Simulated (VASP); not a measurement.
Here is a VASP 6.6.1 calculation.

File INCAR:

```
PREC     = Accurate       # precision mode
ENCUT    = 520            # plane-wave cutoff, eV
EDIFF    = 1E-7           # SCF threshold, eV
ISMEAR   = 0              # smearing method
SIGMA    = 0.01           # smearing width, eV
LREAL    = F              # projectors in reciprocal space
LASPH    = T              # aspherical terms in the spheres
NELM     = 60             # most SCF steps
ALGO     = Normal         # electronic algorithm
ISIF     = 2              # what is computed and relaxed
LWAVE    = F              # write WAVECAR
LCHARG   = F              # write CHGCAR
GGA      = PE             # functional
NBANDS   = 14             # bands
```

KPOINTS

```
Automatic mesh
0
Gamma
  6 6 6
```

File POSCAR:

```
NaF
1.0
    0.0459433617      2.3431114458      2.3431114458
    2.3431114458      0.0459433617      2.3431114458
    2.3431114458      2.3431114458      0.0459433617
Na F
1 1
Direct
    0.0000000000      0.0000000000      0.0000000000
    0.5000000000      0.5000000000      0.5000000000
```

Potentials or basis: VASP PAW PBE potentials, release 64 (Na_pv, F).

Command:

```sh
$ cat potpaw_PBE.64/Na_pv/POTCAR potpaw_PBE.64/F/POTCAR > POTCAR
$ mpirun -np 1 vasp_std > vasp.out
```

Q: Predict the band gap on the k mesh.

A: 6.25 eV, direct.

Q: Estimate the pressure.

A: 1.8 GPa.

Stress tensor (GPa, compression positive):
```
 1.81 -0.56 -0.56
-0.56  1.81 -0.56
-0.56 -0.56  1.81
```

Caveat: the cell differs from its parent crystal (strain along [111] +3.0%).
